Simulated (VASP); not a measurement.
Input of a VASP 6.6.1 run:

POSCAR

```
MgO2
1.0
    1.4763801347      0.8523884682      3.2144605649
   -1.4763801347      0.8523884682      3.2144605649
    0.0000000000     -1.7047769364      3.2144605649
Mg O
1 2
Direct
    0.0000000000      0.0000000000      0.0000000000
    0.4287860000      0.4287860000      0.4287860000
    0.5712140000      0.5712140000      0.5712140000
```

Contents of INCAR.step1:

```
SYSTEM = MgO2
  PREC = Accurate
  ENCUT = 920
  ISMEAR = 0
  SIGMA = 0.05
  LREAL = .FALSE.
  LASPH = .TRUE.
  NELM = 120
  NBANDS = 18
  GGA = PE
  ALGO = Normal
  EDIFF = 1E-5
  LWAVE = .TRUE.
  LCHARG = .FALSE.
  GGA_COMPAT = .FALSE.
```

INCAR.step2

```
SYSTEM = MgO2
  PREC = Accurate
  ENCUT = 920
  EDIFF = 1E-6
  ISMEAR = 0
  SIGMA = 0.05
  LREAL = .FALSE.
  LASPH = .TRUE.
  NELM = 120
  ALGO = Normal
  ISIF = 2
  LWAVE = .FALSE.
  LCHARG = .FALSE.
  METAGGA = R2SCAN
  LMIXTAU = .TRUE.
  NBANDS = 18
  ISTART = 1
  GGA_COMPAT = .FALSE.
```

The input KPOINTS:

```
regular mesh
0
G
  12 12 12
  0 0 0
```

Potentials or basis: VASP PAW PBE potentials, release 64 (Mg_sv, O).

The run is started by

```console
$ cat potpaw_PBE.64/Mg_sv/POTCAR potpaw_PBE.64/O/POTCAR > POTCAR
$ cp INCAR.step1 INCAR
$ mpirun -np 1 vasp_std > vasp.out
$ cp INCAR.step2 INCAR
$ mpirun -np 1 vasp_std > vasp.out
```

(1) Predict the pressure.

(2) What does it give for the largest force?

Results:

(1) 49.1 GPa.

(2) 1.646 eV/Å.

Caveat: the cell differs from its parent crystal (strain -0.080 along x and y, -0.080 along z); the stress differs along the axes, from 38 to 72 GPa; the PAW data sets were made with another functional, which shifts forces and pressure a little.
